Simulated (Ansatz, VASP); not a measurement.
**Ni: VASP beside Ansatz**

```
Ni
1.0
     2.42023    0.00000    0.00000
     0.00000    2.42023    0.00000
     0.00000    0.00000   29.69091
Ni
9
Cartesian
  0.0000 0.0000 8.0483
  1.2101 1.2101 9.6983
  0.0000 0.0000 11.4211
  1.2101 1.2101 13.1353
  0.0000 0.0000 14.8455
  1.2101 1.2101 16.5556
  0.0000 0.0000 18.2698
  1.2101 1.2101 19.9926
  0.0000 0.0000 21.6426
```

Alike in both runs: functional LDA; k mesh 13 × 13 × 1; collinear spin.

Ansatz relaxed the structure, and its values are those at the end. VASP's run is a single point on that final structure, the one shown.

|  | VASP | Ansatz |
| --- | --- | --- |
| version | VASP 6.6.1 | Ansatz 0.2.0 |
| potentials or method | VASP PAW LDA potentials, release 64 (Ni) | plane-wave PAW, scalar-relativistic |
| plane-wave cutoff (eV) | 520 | 420 |
| occupations | methfessel-paxton of order 1, width 0.1 eV | cold, width 0.1 eV |
| valence electrons in the cell | 90 | 162 |

```tsv
	VASP	Ansatz	Ansatz less VASP
rms of the force components (eV/Å)	0.005	0.000	-0.0048
net moment per atom (μB)	0.64	0.65	+0.016
size of the moment on the site where the two differ most (μB)	0.63	0.68	+0.046
work function, face that differs most (eV)	5.33	5.34	+0.007
```

LDA's correlation is that of Perdew and Zunger in VASP and of Perdew and Wang (1992) in Ansatz. Site moments also hang on the region over which each program counts them. VASP's potentials hold 90 valence electrons a cell and Ansatz's 162, so a difference there can come from the potentials and not from the codes.
